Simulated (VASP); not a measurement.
# TiN (Fm-3m) in VASP: notebook, part 2 of 2

VASP 6.6.1.

### Step 4. Single point, r2SCAN

The input, POSCAR:

```
TiN
1.0
    0.0000000000      2.1169035900      2.1169035900
    2.1169035900      0.0000000000      2.1169035900
    2.1169035900      2.1169035900      0.0000000000
Ti N
1 1
Direct
    0.0000000000      0.0000000000      0.0000000000
    0.5000000000      0.5000000000      0.5000000000
```

The input, INCAR.step1:

```
PREC     = Accurate       # precision mode
ENCUT    = 910            # plane-wave cutoff, eV
ISMEAR   = -1             # smearing method
SIGMA    = 0.1            # smearing width, eV
LREAL    = F              # projectors in reciprocal space
LASPH    = T              # aspherical terms in the spheres
NELM     = 120            # most SCF steps
NBANDS   = 16             # bands
GGA      = PE             # functional
ALGO     = Normal         # electronic algorithm
EDIFF    = 1E-5           # SCF threshold, eV
LWAVE    = T              # write WAVECAR
LCHARG   = F              # write CHGCAR
GGA_COMPAT= F
```

The input, INCAR.step2:

```
PREC     = Accurate       # precision mode
ENCUT    = 910            # plane-wave cutoff, eV
EDIFF    = 1E-6           # SCF threshold, eV
ISMEAR   = -1             # smearing method
SIGMA    = 0.1            # smearing width, eV
LREAL    = F              # projectors in reciprocal space
LASPH    = T              # aspherical terms in the spheres
NELM     = 120            # most SCF steps
ALGO     = Normal         # electronic algorithm
ISIF     = 2              # what is computed and relaxed
LWAVE    = F              # write WAVECAR
LCHARG   = F              # write CHGCAR
METAGGA  = R2SCAN         # meta-GGA
LMIXTAU  = T            
NBANDS   = 16             # bands
ISTART   = 1            
GGA_COMPAT= F
```

The input, KPOINTS:

```
regular mesh
0
Gamma
  14 14 14
```

Potentials or basis: VASP PAW PBE potentials, release 64 (Ti_sv, N_h).

On the command line:

```bash
cat potpaw_PBE.64/Ti_sv/POTCAR potpaw_PBE.64/N_h/POTCAR > POTCAR
cp INCAR.step1 INCAR
mpirun -np 1 vasp_std > vasp.out
cp INCAR.step2 INCAR
mpirun -np 1 vasp_std > vasp.out
```

OUTCAR:

```text
PREC = Accurate
   ENCUT = 910
   EDIFF = 1E-6
   ISMEAR = -1
   LREAL = F
   LASPH = T
   NELM = 120
   ISIF = 2
   METAGGA = R2SCAN
   ISTART = 1

 ion  position               nearest neighbor table
   1  0.000  0.000  0.000-   2 2.12   2 2.12   2 2.12   2 2.12   2 2.12   2 2.12
   2  0.500  0.500  0.500-   1 2.12   1 2.12   1 2.12   1 2.12   1 2.12   1 2.12

  LATTYP: Found a face centered cubic cell.
 ALAT       =     4.2338071800

  Lattice vectors:

 A1 = (   0.0000000000,   2.1169035900,   2.1169035900)
 A2 = (   2.1169035900,   0.0000000000,   2.1169035900)
 A3 = (   2.1169035900,   2.1169035900,   0.0000000000)

Analysis of symmetry for initial positions (statically):
=====================================================================
 Subroutine PRICEL returns:
 Original cell was already a primitive cell.

 Routine SETGRP: Setting up the symmetry group for a
 face centered cubic supercell.

 Subroutine GETGRP returns: Found 48 space group operations
 (whereof 48 operations were pure point group operations)
 out of a pool of 48 trial point group operations.

The static configuration has the point symmetry O_h .

Analysis of symmetry for dynamics (positions and initial velocities):
=====================================================================
 Subroutine PRICEL returns:
 Original cell was already a primitive cell.

 Routine SETGRP: Setting up the symmetry group for a
 face centered cubic supercell.

 Subroutine GETGRP returns: Found 48 space group operations
 (whereof 48 operations were pure point group operations)
 out of a pool of 48 trial point group operations.

The dynamic configuration has the point symmetry O_h .

 Subroutine INISYM returns: Found 48 space group operations
 (whereof 48 operations are pure point group operations),
 and found     1 'primitive' translations

----------------------------------------------------------------------------------------

                                     Primitive cell

  volume of cell :      18.9729

  direct lattice vectors                    reciprocal lattice vectors
     0.000000000  2.116903590  2.116903590    -0.236194035  0.236194035  0.236194035
     2.116903590  0.000000000  2.116903590     0.236194035 -0.236194035  0.236194035
     2.116903590  2.116903590  0.000000000     0.236194035  0.236194035 -0.236194035

  length of vectors
     2.993753767  2.993753767  2.993753767     0.409100069  0.409100069  0.409100069

  position of ions in fractional coordinates (direct lattice)
     0.000000000  0.000000000  0.000000000
     0.500000000  0.500000000  0.500000000

  ion indices of the primitive-cell ions
   primitive index   ion index
                 1           1
                 2           2

----------------------------------------------------------------------------------------

 KPOINTS: regular mesh

Automatic generation of k-mesh.
 Grid dimensions read from file:
 generate k-points for:   14   14   14

 Generating k-lattice:

  Cartesian coordinates                     Fractional coordinates (reciprocal lattice)
    -0.016871002  0.016871002  0.016871002     0.071428571  0.000000000  0.000000000
     0.016871002 -0.016871002  0.016871002     0.000000000  0.071428571  0.000000000
     0.016871002  0.016871002 -0.016871002     0.000000000  0.000000000  0.071428571

  Length of vectors
     0.029221433  0.029221433  0.029221433

  Shift w.r.t. Gamma in fractional coordinates (k-lattice)
     0.000000000  0.000000000  0.000000000

 Subroutine IBZKPT returns following result:
 ===========================================

 Found    104 irreducible k-points:

 Following reciprocal coordinates:
            Coordinates               Weight
  0.000000  0.000000  0.000000      1.000000
  0.071429  0.000000  0.000000      8.000000
  0.142857  0.000000  0.000000      8.000000
  0.214286  0.000000  0.000000      8.000000
  0.285714  0.000000  0.000000      8.000000
  0.357143  0.000000  0.000000      8.000000
[... 16 lines left out ...]
  0.214286  0.142857  0.000000     24.000000
  0.285714  0.142857  0.000000     24.000000
 [... further k-points ...]
   k-points           NKPTS =    104   k-points in BZ     NKDIM =    104   number of bands    NBANDS=     16
   number of dos      NEDOS =    301   number of ions     NIONS =      2
   total plane-waves  NPLWV =  27000
   dimension x,y,z NGX =    30 NGY =   30 NGZ =   30
   dimension x,y,z NGXF=    60 NGYF=   60 NGZF=   60
   ions per type =               1   1
   NGX,Y,Z   is equivalent  to a cutoff of  16.66, 16.66, 16.66 a.u.
   NGXF,Y,Z  is equivalent  to a cutoff of  33.32, 33.32, 33.32 a.u.
 SYSTEM =  unknown system
   PREC   = accura    normal or accurate (medium, high low for compatibility)
   ISTART =      1    job   : 0-new  1-cont  2-samecut
   ICHARG =      0    charge: 1-file 2-atom 10-const
   ISPIN  =      1    spin polarized calculation?
   LNONCOLLINEAR =      F non collinear calculations
   LSORBIT =      F    spin-orbit coupling
   LASPH  =      T    aspherical Exc in radial PAW
   ENCUT  =  910.0 eV  66.88 Ry    8.18 a.u.   7.36  7.36  7.36*2*pi/ulx,y,z
   NELM   =    120;   NELMIN=  2; NELMDL=  0     # of ELM steps
   EDIFF  = 0.1E-05   stopping-criterion for ELM
   LREAL  =      F    real-space projection
   EDIFFG = 0.1E-04   stopping-criterion for IOM
   NSW    =      0    number of steps for IOM
   IBRION =     -1    ionic relax: 0-MD 1-quasi-New 2-CG
   NFREE  =      0    steps in history (QN), initial steepest desc. (CG)
   ISIF   =      2    stress and relaxation
   ISYM   =      2    0-nonsym 1-usesym 2-fastsym
   POTIM  = 0.5000    time-step for ionic-motion
   TEBEG  =    0.0;   TEEND  =   0.0 temperature during run
   PSTRESS=    0.0 pullay stress
   NELECT =      17.0000    total number of electrons
   NUPDOWN=      -1.0000    fix difference up-down
   EMIN   =  10.00;   EMAX   =-10.00  energy-range for DOS
   EFERMI =   0.00;   METHOD = LEGACY
   ISMEAR =    -1;   SIGMA  =   0.10  broadening in eV -4-tet -1-fermi 0-gaus
   EFERMI_NEDOS =   21; number of points for ismear=-14 and -15
   IALGO  =     38    algorithm
   IMIX   =      4    mixing-type and parameters
     AMIX     =   0.40;   BMIX     =  1.00
     AMIX_MAG =   1.60;   BMIX_MAG =  1.00
  volume/ion in A,a.u.               =       9.49        64.02
  Fermi-wavevector in a.u.,A,eV,Ry     =   1.578265  2.982489 33.891051  2.490922
  Thomas-Fermi vector in A             =   2.678822
   LORBIT       =      0    0 simple, 1 ext, 2 COOP (PROOUT), +10 PAW based schemes
   METAGGA = R2SCAN    functional components
   LHFCALC =     F    Hartree Fock is set to
   AEXX    =    0.0000 exact exchange contribution
   IVDW    =     0    specifies the selected vdW correction
   LEPSILON=     F    determine dielectric tensor
   LRPA    =     F    only Hartree local field effects (RPA)
 non-spin polarized calculation
  energy-cutoff  :      910.00
  volume of cell :       18.97
 maximum number of plane-waves:      1243
 NGX is ok and might be reduce to    30
   NGX = 15   NGY = 15   NGZ = 15

 number of electron      17.0000000 magnetization

 Free energy of the ion-electron system (eV)
  ---------------------------------------------------
  ext. energy  EPLUGINS =         0.00000000
  ---------------------------------------------------
  free energy    TOTEN  =       -26.02700240 eV

  energy without entropy =      -25.99856077  energy(sigma->0) =      -26.01278159

 E-fermi :  12.0901     XC(G=0): -13.9012

 val. band max:       12.0830975968   @ k =   0.3571   0.1429   0.0714
 cond. band min:      12.0949776115   @ k =  -0.0714   0.0714   0.0000
 fundamental gap:      0.0118800147
 Fermi energy:        12.0900705927

 k-point     1 :       0.0000    0.0000    0.0000
  band No.  band energies     occupation
      1     -48.2706      2.00000
      2     -23.2050      2.00000
      3     -23.2050      2.00000
      4     -23.2050      2.00000
      5      -6.2111      2.00000
      6       9.6963      2.00000
[... 8 lines left out ...]
     15      25.9831      0.00000
     16      32.4470      0.00000
[... 419 lines left out ...]
 k-point    24 :       0.2857    0.1429    0.0000
  band No.  band energies     occupation
      1     -48.2111      2.00000
      2     -23.5355      2.00000
      3     -23.2799      2.00000
      4     -23.2682      2.00000
      5      -5.0702      2.00000
      6       5.7169      2.00000
[... 8 lines left out ...]
     15      25.8921      0.00000
     16      29.5800      0.00000

 [... further k-points ...]

------------------------ aborting loop because EDIFF is reached ----------------------------------------

  FORCE on cell =-STRESS in cart. coord.  units (eV):
  Direction    XX          YY          ZZ          XY          YZ          ZX
  --------------------------------------------------------------------------------------
  -------------------------------------------------------------------------------------
  Total        0.1523458      0.1523458      0.1523458      0.0000000      0.0000000     -0.0000000
  in kB       12.8649447     12.8649447     12.8649447      0.0000000      0.0000000     -0.0000000
  external PRESSURE =      12.8649447 kB  Pullay stress =       0.0000000 kB

 VOLUME and BASIS-vectors are now :
 -----------------------------------------------------------------------------
  energy-cutoff  :      910.00
  volume of cell :       18.97
      direct lattice vectors                 reciprocal lattice vectors
     0.000000000  2.116903590  2.116903590    -0.236194035  0.236194035  0.236194035
     2.116903590  0.000000000  2.116903590     0.236194035 -0.236194035  0.236194035
     2.116903590  2.116903590  0.000000000     0.236194035  0.236194035 -0.236194035

 POSITION                                       TOTAL-FORCE (eV/Angst)
 -----------------------------------------------------------------------------------
      0.00000      0.00000      0.00000        -0.000000      0.000000     -0.000000
      2.11690      2.11690      2.11690         0.000000     -0.000000      0.000000
 -----------------------------------------------------------------------------------
    total drift:                               -0.000000      0.000000      0.000000

  FREE ENERGIE OF THE ION-ELECTRON SYSTEM (eV)
  ---------------------------------------------------
  free  energy   TOTEN  =       -26.0270024011 eV

  energy  without entropy=      -25.9985607716  energy(sigma->0) =      -26.01278159
```

It took 2.6 min on 1 thread of Intel Xeon 6975P-C (Granite Rapids), shared host; peak memory 0.22 GiB.

Results:

```
Free energy            : -26.0270 eV
Pressure               : 1.3 GPa
Band gap on the k mesh : zero (an odd number of electrons rules out a gap without spin polarisation)
```

Levels at points of the mesh, in eV from the Fermi level:
```
           k point  band 5  band 6  band 7  band 8  band 9  band 10  band 11  band 12  band 13  band 14
(0.00, 0.00, 0.00)  -18.30   -2.39   -2.39   -2.39   -0.62    -0.62    -0.62     0.59     0.59     5.92
(0.50, 0.00, 0.00)  -15.85   -8.54   -5.94   -5.94    1.75     1.75     2.45     5.97     5.97     6.48
(0.50, 0.50, 0.00)  -16.94   -6.29   -3.63   -3.63   -3.12     1.68     2.46     2.46     3.73    11.24
```

Caveat: the cutoff is under 1.25 times the usual one of these potentials, so pressure, stress and relaxed cells hold a basis-set (Pulay) error; the PAW data sets were made with another functional, which shifts forces and pressure a little.
